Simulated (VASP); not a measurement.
A run of VASP 6.6.1 is set up as follows.

The input INCAR:

```
ALGO = Normal
EDIFF = 1E-6
ENCUT = 520
GGA = PE
ISIF = 2
ISMEAR = 0
LASPH = True
LCHARG = False
LREAL = False
LWAVE = False
NBANDS = 13
NELM = 100
PREC = Accurate
SIGMA = 0.15
```

Contents of KPOINTS:

```
k-points
0
Gamma
  20 20 18
```

Contents of POSCAR:

```
Ge
1.0
    1.4320777250     -2.6655289000      0.0000000000
    1.4320777250      2.6655289000      0.0000000000
    0.0000000000      0.0000000000      2.6982310000
Ge
1
Direct
    0.5000000000      0.5000000000      0.0000000000
```

Potentials or basis: VASP PAW PBE potentials, release 64 (Ge_d).

Run with:

```sh
$ cat potpaw_PBE.64/Ge_d/POTCAR > POTCAR
$ mpirun -np 1 vasp_std > vasp.out
```

Problem. What does it give for the band gap on the k mesh?

Solution. Zero (bands 7 and 8 overlap by 9.17 eV).

Problem. Predict the pressure.

Solution. -3.5 GPa.

Stress tensor (GPa, compression positive):
```
-4.23  0.00  0.00
 0.00 -5.39  0.00
 0.00  0.00 -1.00
```

Caveat: the cell differs from its parent crystal (strain +0.025 along x and y, +0.000 along z); the cell stands under tension.
